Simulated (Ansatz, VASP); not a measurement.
**CuI: VASP beside Ansatz**

The input POSCAR:

```
CuI
1.0
    0.0000000000      2.9905287613      2.9905287613
    2.9905287613      0.0000000000      2.9905287613
    2.9905287613      2.9905287613      0.0000000000
I Cu
1 1
Direct
    0.0000000000      0.0000000000      0.0000000000
    0.7500000000      0.7500000000      0.7500000000
```

Contents of INCAR.step1:

```
PREC = Accurate
ENCUT = 520
EDIFF = 1E-5
ISMEAR = -1
SIGMA = 0.05
LREAL = False
LASPH = True
NELM = 100
ALGO = Normal
ISIF = 2
LWAVE = True
GGA = PE
NBANDS = 16
```

INCAR.step2

```
PREC = Accurate
ENCUT = 520
EDIFF = 1E-6
ISMEAR = -1
SIGMA = 0.05
LREAL = False
LASPH = True
NELM = 100
ALGO = Normal
ISIF = 2
LWAVE = False
LCHARG = True
GGA = PE
LHFCALC = True
AEXX = 1.0
ALDAC = 0.0
AGGAC = 0.0
PRECFOCK = Normal
LELF = True
LVHAR = True
ISTART = 1
NBANDS = 16
```

The input KPOINTS:

```
regular mesh
0
Gamma
  4 4 4
```

The input input.yaml:

```yaml
crystal:
  lattice:
    - [0.0, 2.9905287613, 2.9905287613]
    - [2.9905287613, 0.0, 2.9905287613]
    - [2.9905287613, 2.9905287613, 0.0]
  atoms:
    - { symbol: I, position: [0.0, 0.0, 0.0] }
    - { symbol: Cu, position: [0.75, 0.75, 0.75] }
hamiltonian:
  xc: hf
  pseudopotentials: { kind: paw }
kpoints:
  mp_grid: { grid: [4, 4, 4] }
scf:
  occupations: { method: fermi_dirac, width: 0.05 }
output:
  forces: true
  stress: true
  eigenvalues: true
```

Alike in both runs: task single point; functional HF; k mesh 4 × 4 × 4; occupations fermi-dirac, width 0.05 eV; no spin polarisation.

|  | VASP | Ansatz |
| --- | --- | --- |
| version | VASP 6.6.1 | Ansatz 0.2.0 |
| potentials or method | VASP PAW PBE potentials, release 64 (I, Cu) | Ansatz PAW |
| plane-wave cutoff (eV) | 520 | 420 |
| valence electrons in the cell | 18 | 36 |

VASP gave:

* gap on the k mesh at the Fermi level (eV): 9.93
* least direct gap on the mesh (eV): 9.93
* pressure (GPa): 10.7

**Question.** Which values does Ansatz return?

**Answer.** gap on the k mesh at the Fermi level (eV): 10.00; least direct gap on the mesh (eV): 10.00; pressure (GPa): 11.6.

VASP's potentials were made for PBE, not for HF. With one functional, cell and mesh, what is left measures potentials, basis and numerics. VASP's potentials hold 18 valence electrons a cell and Ansatz's 36, so a difference there can come from the potentials and not from the codes.

The k mesh is coarse, so the values compare programs but aren't converged. Neither program's run includes spin-orbit coupling.
